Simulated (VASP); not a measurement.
Here is a VASP 6.6.1 calculation.

POSCAR

```
PtSe2
1.0
    3.7174822809      0.0000000000      0.0000000000
   -1.8587411405      3.2194340934      0.0000000000
    0.1164370610      0.0000000000      5.8218530478
Pt Se
1 2
Direct
    0.0000000000      0.0000000000      0.0000000000
    0.6734741956      0.3333099309      0.7747952030
    0.3265258044      0.6666900691      0.2252047970
```

INCAR.step1

```
PREC = Accurate
ENCUT = 520
ISMEAR = 0
SIGMA = 0.02
LREAL = F
LASPH = T
NELM = 60
NBANDS = 18
GGA = PE
ALGO = Normal
EDIFF = 1E-4
LWAVE = T
LCHARG = F
```

File INCAR.step2:

```
PREC = Accurate
ENCUT = 520
EDIFF = 1E-6
ISMEAR = 0
SIGMA = 0.02
LREAL = F
LASPH = T
NELM = 60
ALGO = Normal
ISIF = 2
LWAVE = F
LCHARG = T
METAGGA = R2SCAN
LMIXTAU = T
LELF = T
LVHAR = T
NBANDS = 18
ISTART = 1
```

File KPOINTS:

```
regular mesh
0
Gamma
  12 12 6
```

Potentials or basis: VASP PAW PBE potentials, release 64 (Pt, Se).

The run is started by

```sh
$ cat potpaw_PBE.64/Pt/POTCAR potpaw_PBE.64/Se/POTCAR > POTCAR
$ cp INCAR.step1 INCAR
$ mpirun -np 1 vasp_std > vasp.out
$ cp INCAR.step2 INCAR
$ mpirun -np 1 vasp_std > vasp.out
```

Predict the pressure.

0.1 GPa.

Predict the band gap on the k mesh.

0.55 eV (least direct gap 0.90 eV).

Stress tensor (GPa, compression positive):
```
 0.09  0.10 -0.14
 0.10  0.08 -0.02
-0.14 -0.02  0.05
```

Caveat: the cell differs from its parent crystal (shear of c along a, cell held: +2.0 %, then relaxed in part); the PAW data sets were made with another functional, which shifts forces and pressure a little; spin-orbit coupling is left out, which moves the levels of the heavy elements. A k mesh can miss the band edges.
